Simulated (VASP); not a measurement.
A run of VASP 6.6.1 is set up as follows.

File INCAR:

```
PREC = Accurate
ENCUT = 500
EDIFF = 1E-6
ISMEAR = 0
SIGMA = 0.01
LREAL = False
LASPH = True
NELM = 120
ALGO = Normal
ISIF = 2
LWAVE = False
LCHARG = False
GGA = PE
NBANDS = 28
GGA_COMPAT = False
```

Contents of KPOINTS:

```
regular mesh
0
Gamma
  6 6 2
```

Contents of POSCAR:

```
SnSe
1.0
    5.0747781430      0.0000000000      0.0000000000
   -2.5373890715      4.3948867904      0.0000000000
    0.0000000000      0.0000000000      6.1736757118
Sn Se
2 2
Direct
    0.3333333333      0.6666666667     -0.0391356302
    0.6666666667      0.3333333333      0.4608643698
    0.3333333333      0.6666666667      0.4141356302
    0.6666666667      0.3333333333      0.9141356302
```

Potentials or basis: VASP PAW PBE potentials, release 64 (Sn_d, Se).

Command:

```sh
$ cat potpaw_PBE.64/Sn_d/POTCAR potpaw_PBE.64/Se/POTCAR > POTCAR
$ mpirun -np 1 vasp_std > vasp.out
```

Question: Estimate the largest force.

Answer: 0.085 eV/Å.

Question: What does it give for the band gap on the k mesh?

Answer: 0.87 eV.

Stress tensor (GPa, compression positive):
```
0.19 0.00 0.00
0.00 0.19 0.00
0.00 0.00 4.26
```

Caveat: the k points lie up to 0.51 Å⁻¹ apart; spin-orbit coupling is left out, which moves the levels of the heavy elements. A k mesh can miss the band edges.
